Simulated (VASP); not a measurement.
# Sb (R-3m) in VASP: a series of runs, part 3 of 3

VASP 6.6.1. The steps go on from the part before.

## 5. Single point, PBE

INCAR reads:

```
SYSTEM = Sb
ALGO = Normal
EDIFF = 1E-6
ENCUT = 520
GGA = PE
ISIF = 2
ISMEAR = 1
LASPH = .True.
LCHARG = .True.
LELF = .True.
LREAL = .False.
LVHAR = .True.
LWAVE = .False.
NBANDS = 12
NELM = 80
PREC = Accurate
SIGMA = 0.01
```

KPOINTS reads:

```
k-points
0
Gamma
  9 9 9
  0 0 0
```

POSCAR reads:

```
Sb
1.0
    2.1879029667      1.2631863668      3.8431731385
   -2.1879029667      1.2631863668      3.8431731385
    0.0000000000     -2.5263727336      3.8431731385
Sb
2
Direct
    0.2326795448      0.2326795448      0.2326795448
    0.7673204552      0.7673204552      0.7673204552
```

Potentials or basis: VASP PAW PBE potentials, release 64 (Sb).

Launch:

```
$ cat potpaw_PBE.64/Sb/POTCAR > POTCAR
$ mpirun -np 1 vasp_std > vasp.out
```

OUTCAR:

```text
SYSTEM = Sb
   EDIFF = 1E-6
   ENCUT = 520
   GGA = PE
   ISIF = 2
   ISMEAR = 1
   LASPH = .True.
   LREAL = .False.
   NELM = 80
   PREC = Accurate

 ion  position               nearest neighbor table
   1  0.233  0.233  0.233-   2 2.95   2 2.95   2 2.95   2 3.43   2 3.43   2 3.43
   2  0.767  0.767  0.767-   1 2.95   1 2.95   1 2.95   1 3.43   1 3.43   1 3.43

  LATTYP: Found a trigonal (rhomboedric) cell.
 ALAT       =     4.5991889460
 COS(alpha) =     0.5473905614

  Lattice vectors:

 A1 = (   2.1879029667,   1.2631863668,   3.8431731385)
 A2 = (  -2.1879029667,   1.2631863668,   3.8431731385)
 A3 = (   0.0000000000,  -2.5263727336,   3.8431731385)

Analysis of symmetry for initial positions (statically):
=====================================================================
 Subroutine PRICEL returns:
 Original cell was already a primitive cell.

 Routine SETGRP: Setting up the symmetry group for a
 trigonal (rhombohedral) supercell.

 Subroutine GETGRP returns: Found 12 space group operations
 (whereof 12 operations were pure point group operations)
 out of a pool of 12 trial point group operations.

The static configuration has the point symmetry D_3d.

Analysis of symmetry for dynamics (positions and initial velocities):
=====================================================================
 Subroutine PRICEL returns:
 Original cell was already a primitive cell.

 Routine SETGRP: Setting up the symmetry group for a
 trigonal (rhombohedral) supercell.

 Subroutine GETGRP returns: Found 12 space group operations
 (whereof 12 operations were pure point group operations)
 out of a pool of 12 trial point group operations.

The dynamic configuration has the point symmetry D_3d.

 Subroutine INISYM returns: Found 12 space group operations
 (whereof 12 operations are pure point group operations),
 and found     1 'primitive' translations

----------------------------------------------------------------------------------------

                                     Primitive cell

  volume of cell :      63.7289

  direct lattice vectors                    reciprocal lattice vectors
     2.187902967  1.263186367  3.843173139     0.228529330  0.131941470  0.086733884
    -2.187902967  1.263186367  3.843173139    -0.228529330  0.131941470  0.086733884
     0.000000000 -2.526372734  3.843173139     0.000000000 -0.263882941  0.086733884

  length of vectors
     4.599188946  4.599188946  4.599188946     0.277771440  0.277771440  0.277771440

  position of ions in fractional coordinates (direct lattice)
     0.232679545  0.232679545  0.232679545
     0.767320455  0.767320455  0.767320455

  ion indices of the primitive-cell ions
   primitive index   ion index
                 1           1
                 2           2

----------------------------------------------------------------------------------------

 KPOINTS: k-points

Automatic generation of k-mesh.
 Grid dimensions read from file:
 generate k-points for:    9    9    9

 Generating k-lattice:

  Cartesian coordinates                     Fractional coordinates (reciprocal lattice)
     0.025392148  0.014660163  0.009637098     0.111111111  0.000000000 -0.000000000
    -0.025392148  0.014660163  0.009637098     0.000000000  0.111111111 -0.000000000
     0.000000000 -0.029320327  0.009637098    -0.000000000 -0.000000000  0.111111111

  Length of vectors
     0.030863493  0.030863493  0.030863493

  Shift w.r.t. Gamma in fractional coordinates (k-lattice)
     0.000000000  0.000000000  0.000000000

 Subroutine IBZKPT returns following result:
 ===========================================

 Found     85 irreducible k-points:

 Following reciprocal coordinates:
            Coordinates               Weight
  0.000000  0.000000  0.000000      1.000000
  0.111111  0.000000 -0.000000      6.000000
  0.222222  0.000000 -0.000000      6.000000
  0.333333 -0.000000 -0.000000      6.000000
  0.444444  0.000000 -0.000000      6.000000
  0.111111  0.111111 -0.000000      6.000000
[... 16 lines left out ...]
 -0.333333  0.333333  0.000000      6.000000
  0.444444  0.444444 -0.000000      6.000000
 [... further k-points ...]
   k-points           NKPTS =     85   k-points in BZ     NKDIM =     85   number of bands    NBANDS=     12
   number of dos      NEDOS =    301   number of ions     NIONS =      2
   total plane-waves  NPLWV =  46656
   dimension x,y,z NGX =    36 NGY =   36 NGZ =   36
   dimension x,y,z NGXF=    72 NGYF=   72 NGZF=   72
   ions per type =               2
   NGX,Y,Z   is equivalent  to a cutoff of  13.01, 13.01, 13.01 a.u.
   NGXF,Y,Z  is equivalent  to a cutoff of  26.03, 26.03, 26.03 a.u.
 SYSTEM =  Sb
   PREC   = accura    normal or accurate (medium, high low for compatibility)
   ISTART =      0    job   : 0-new  1-cont  2-samecut
   ICHARG =      2    charge: 1-file 2-atom 10-const
   ISPIN  =      1    spin polarized calculation?
   LNONCOLLINEAR =      F non collinear calculations
   LSORBIT =      F    spin-orbit coupling
   LASPH  =      T    aspherical Exc in radial PAW
   ENCUT  =  520.0 eV  38.22 Ry    6.18 a.u.   8.55  8.55  8.55*2*pi/ulx,y,z
   NELM   =     80;   NELMIN=  2; NELMDL= -5     # of ELM steps
   EDIFF  = 0.1E-05   stopping-criterion for ELM
   LREAL  =      F    real-space projection
   EDIFFG = 0.1E-04   stopping-criterion for IOM
   NSW    =      0    number of steps for IOM
   IBRION =     -1    ionic relax: 0-MD 1-quasi-New 2-CG
   NFREE  =      0    steps in history (QN), initial steepest desc. (CG)
   ISIF   =      2    stress and relaxation
   ISYM   =      2    0-nonsym 1-usesym 2-fastsym
   POTIM  = 0.5000    time-step for ionic-motion
   TEBEG  =    0.0;   TEEND  =   0.0 temperature during run
   PSTRESS=    0.0 pullay stress
   NELECT =      10.0000    total number of electrons
   NUPDOWN=      -1.0000    fix difference up-down
   EMIN   =  10.00;   EMAX   =-10.00  energy-range for DOS
   EFERMI =   0.00;   METHOD = LEGACY
   ISMEAR =     1;   SIGMA  =   0.01  broadening in eV -4-tet -1-fermi 0-gaus
   EFERMI_NEDOS =   21; number of points for ismear=-14 and -15
   IALGO  =     38    algorithm
   IMIX   =      4    mixing-type and parameters
     AMIX     =   0.40;   BMIX     =  1.00
     AMIX_MAG =   1.60;   BMIX_MAG =  1.00
  volume/ion in A,a.u.               =      31.86       215.03
  Fermi-wavevector in a.u.,A,eV,Ry     =   0.883004  1.668635 10.608406  0.779696
  Thomas-Fermi vector in A             =   2.003712
   LORBIT       =      0    0 simple, 1 ext, 2 COOP (PROOUT), +10 PAW based schemes
   GGA     = PE    functional components
   LHFCALC =     F    Hartree Fock is set to
   AEXX    =    0.0000 exact exchange contribution
   IVDW    =     0    specifies the selected vdW correction
   LEPSILON=     F    determine dielectric tensor
   LRPA    =     F    only Hartree local field effects (RPA)
 non-spin polarized calculation
 Methfessel and Paxton  Order N= 1 SIGMA  =   0.01
  energy-cutoff  :      520.00
  volume of cell :       63.73
 maximum number of plane-waves:      1737
 NGX is ok and might be reduce to    36
   NGX = 17   NGY = 17   NGZ = 17

 number of electron      10.0000000 magnetization

 Free energy of the ion-electron system (eV)
  ---------------------------------------------------
  ext. energy  EPLUGINS =         0.00000000
  ---------------------------------------------------
  free energy    TOTEN  =        -8.28149157 eV

  energy without entropy =       -8.28149634  energy(sigma->0) =       -8.28149316

 E-fermi :   6.4940     XC(G=0):  -9.2974

 val. band max:        6.4855597596   @ k =   0.3333   0.2222   0.2222
 cond. band min:       6.6527810388   @ k =   0.4444   0.0000  -0.0000
 fundamental gap:      0.1672212792
 Fermi energy:         6.4939785816

 k-point     1 :       0.0000    0.0000    0.0000
  band No.  band energies     occupation
      1      -5.7033      2.00000
      2       1.5685      2.00000
      3       4.6848      2.00000
      4       4.9352      2.00000
      5       4.9352      2.00000
      6       8.5886      0.00000
      7       9.2149      0.00000
      8       9.2149      0.00000
      9      11.8086      0.00000
     10      11.8086      0.00000
     11      11.9456      0.00000
     12      13.3423      0.00000
[... 331 lines left out ...]
 k-point    24 :       0.4444    0.4444   -0.0000
  band No.  band energies     occupation
      1      -3.6523      2.00000
      2      -1.2390      2.00000
      3       1.6831      2.00000
      4       3.1841      2.00000
      5       3.2398      2.00000
      6       8.3106      0.00000
      7      11.2087      0.00000
      8      11.8718      0.00000
      9      12.6585      0.00000
     10      15.0598      0.00000
     11      16.0326      0.00000
     12      17.1810      0.00000

 [... further k-points ...]
[... 5 lines left out ...]
  --------------------------------------------------------------------------------------
  -------------------------------------------------------------------------------------
  Total        0.0422527      0.0422527      0.0039483      0.0000000     -0.0000000      0.0000000
  in kB        1.0622552      1.0622552      0.0992625      0.0000000     -0.0000000      0.0000000
  external PRESSURE =       0.7412576 kB  Pullay stress =       0.0000000 kB

 VOLUME and BASIS-vectors are now :
 -----------------------------------------------------------------------------
  energy-cutoff  :      520.00
  volume of cell :       63.73
      direct lattice vectors                 reciprocal lattice vectors
     2.187902967  1.263186367  3.843173139     0.228529330  0.131941470  0.086733884
    -2.187902967  1.263186367  3.843173139    -0.228529330  0.131941470  0.086733884
     0.000000000 -2.526372734  3.843173139     0.000000000 -0.263882941  0.086733884

 POSITION                                       TOTAL-FORCE (eV/Angst)
 -----------------------------------------------------------------------------------
      0.00000      0.00000      2.68268         0.000000      0.000000      0.026753
      0.00000      0.00000      8.84684         0.000000     -0.000000     -0.026753
 -----------------------------------------------------------------------------------
    total drift:                                0.000000     -0.000000     -0.000000

  FREE ENERGIE OF THE ION-ELECTRON SYSTEM (eV)
  ---------------------------------------------------
  free  energy   TOTEN  =        -8.2814915719 eV

  energy  without entropy=       -8.2814963438  energy(sigma->0) =       -8.28149316
```

OSZICAR:

```text
N       E                     dE             d eps       ncg     rms          rms(c)
DAV:   1     0.342759025818E+02    0.34276E+02   -0.35707E+03  2040   0.654E+02
DAV:   2    -0.629261383789E+01   -0.40569E+02   -0.39035E+02  2692   0.105E+02
DAV:   3    -0.826379895618E+01   -0.19712E+01   -0.19589E+01  2492   0.258E+01
DAV:   4    -0.828152318220E+01   -0.17724E-01   -0.17718E-01  2340   0.298E+00
DAV:   5    -0.828175635897E+01   -0.23318E-03   -0.23317E-03  2556   0.370E-01    0.280E+00
DAV:   6    -0.828145766253E+01    0.29870E-03   -0.24618E-03  2368   0.333E-01    0.169E+00
DAV:   7    -0.828133350666E+01    0.12416E-03   -0.59570E-03  2392   0.508E-01    0.842E-02
DAV:   8    -0.828145941854E+01   -0.12591E-03   -0.18740E-04  2488   0.822E-02    0.252E-02
DAV:   9    -0.828149089987E+01   -0.31481E-04   -0.45163E-05  2400   0.402E-02    0.477E-03
DAV:  10    -0.828149157188E+01   -0.67201E-06   -0.47394E-06  2412   0.116E-02
   1 F= -.82814916E+01 E0= -.82814932E+01  d E =0.477194E-05
```

stdout:

```text
POSCAR found type information on POSCAR Sb
 POSCAR found :  1 types and       2 ions
 scaLAPACK will be used
 LDA part: xc-table for (Slater+PW92), standard interpolation
 POSCAR, INCAR and KPOINTS ok, starting setup
 FFT: planning ... GRIDC
 FFT: planning ... GRID_SOFT
 FFT: planning ... GRID
 WAVECAR not read
 entering main loop
```

Wall time 42 s (1 thread of Intel Xeon Platinum 8259CL at 2.50GHz (Skylake/Cascade Lake), shared host); peak memory 0.23 GiB.

Results:

```yaml
Free_energy: -8.2815 eV
Pressure: 0.1 GPa
Largest_force: 0.027 eV/Å
Band_gap_on_the_k_mesh: 0.17 eV, indirect (least direct gap 0.50 eV)
```

Forces in eV/Å, atoms in the order of the input:
```
Sb   0.000  0.000  0.027
Sb   0.000  0.000 -0.027
```

Stress tensor (GPa, compression positive):
```
0.11 0.00 0.00
0.00 0.11 0.00
0.00 0.00 0.01
```

Caveat: spin-orbit coupling is left out, which moves the levels of the heavy elements. A k mesh can miss the band edges.

## 6. Single point, PBE

INCAR reads:

```
  ALGO = Normal
  EDIFF = 1E-6
  ENCUT = 520
  GGA = PE
  ISIF = 2
  ISMEAR = 1
  LASPH = T
  LCHARG = T
  LELF = T
  LREAL = F
  LVHAR = T
  LWAVE = F
  NBANDS = 12
  NELM = 60
  PREC = Accurate
  SIGMA = 0.03
```

KPOINTS reads:

```
k-points
0
Gamma
  9 9 9
```

POSCAR is that of step 5.

Potentials or basis: VASP PAW PBE potentials, release 64 (Sb).

Launch:

```
$ cat potpaw_PBE.64/Sb/POTCAR > POTCAR
$ mpirun -np 1 vasp_std > vasp.out
```

It took 43 s on 1 thread of Intel Xeon Platinum 8259CL at 2.50GHz (Skylake/Cascade Lake), shared host; peak memory 0.23 GiB.

Results (log left out):

```
Free energy            : -8.2815 eV
Pressure               : 0.1 GPa
Largest force          : 0.027 eV/Å
Band gap on the k mesh : 0.17 eV, indirect (least direct gap 0.50 eV)
```

Forces on the atoms (eV/Å):
```
Sb   0.000  0.000  0.027
Sb   0.000  0.000 -0.027
```

Stress tensor (GPa, compression positive):
```
0.11 0.00 0.00
0.00 0.11 0.00
0.00 0.00 0.01
```

Levels at points of the mesh, in eV from the valence-band top:
| k point | band 3 | band 4 | band 5 | band 6 | band 7 | band 8 |
| --- | --- | --- | --- | --- | --- | --- |
| (0.00, 0.00, 0.00) | -1.80 | -1.55 | -1.55 | 2.10 | 2.73 | 2.73 |

Caveat: spin-orbit coupling is left out, which moves the levels of the heavy elements.

## 7. Summary

```tsv
smearing	gap on the mesh (eV)	pressure (GPa)	largest force (eV/Å)
gaussian 0.3 eV	0.17	0.0	0.04
gaussian 0.6 eV	0.17	0.1	0.11
gaussian 1 eV	0.17	0.4	0.27
methfessel-paxton 0.01 eV	0.17	0.1	0.03
methfessel-paxton 0.03 eV	0.17	0.1	0.03
```

Alike in all rows: task single point; level PBE; potentials or basis VASP PAW PBE potentials, release 64 (Sb); no spin polarisation; cell as given; k mesh 9 × 9 × 9; cutoff (eV) 520.

On the cell as given the gap runs from 0.17 eV (PBE) to 0.17 eV (PBE).

Caveats: spin-orbit coupling is left out, which moves the levels of the heavy elements.

Total energies depend on the potentials used, so only differences within one code and one set of settings carry meaning.
